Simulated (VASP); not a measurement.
Runs of VASP 6.6.1 on AlRu. The structure is that of space group Pm-3m (No. 221), or close to it. The cells are those of the table. 

```tsv
task	cell	k mesh	cutoff (eV)	gap on the mesh (eV)	pressure (GPa)
single point	a = 3.101 Å, 2 atoms	14 × 14 × 14	520	none	-15.7
single point	a = 2.943 Å, 2 atoms	14 × 14 × 14	520	none	14.4
single point	a = 3.004 Å, 2 atoms	14 × 14 × 14	520	none	(c)
single point	a = 3.034 Å, 2 atoms	14 × 14 × 14	520	none	-5.7
single point	a = 3.063 Å, 2 atoms	14 × 14 × 14	520	none	-10.5
single point	a = 2.879 Å, 2 atoms	14 × 14 × 14	520	none	(a)
single point	a = 2.911 Å, 2 atoms	14 × 14 × 14	520	none	23.6
single point	a = 2.974 Å, 2 atoms	14 × 14 × 14	520	none	6.6
single point	a = 2.992 Å, 2 atoms	6 × 6 × 6	500	none	2.5
single point	a = 2.992 Å, 2 atoms	14 × 14 × 14	520	none	(b)
relaxation of cell and atoms	relaxed from a = 2.992 Å, 2 atoms	14 × 14 × 14	600	none	0.0
```

Alike in all rows: level PBE; potentials or basis VASP PAW PBE potentials, release 64 (Al, Ru_pv); no spin polarisation; smearing gaussian 0.1 eV.

Q: Fill in the values left out.

A: (a) 34.4; (b) 2.6; (c) -0.1.

A k mesh can miss the band edges, and the runs leave out spin-orbit coupling on Ru.

A gap of «none» marks levels without a gap at the run's occupations.
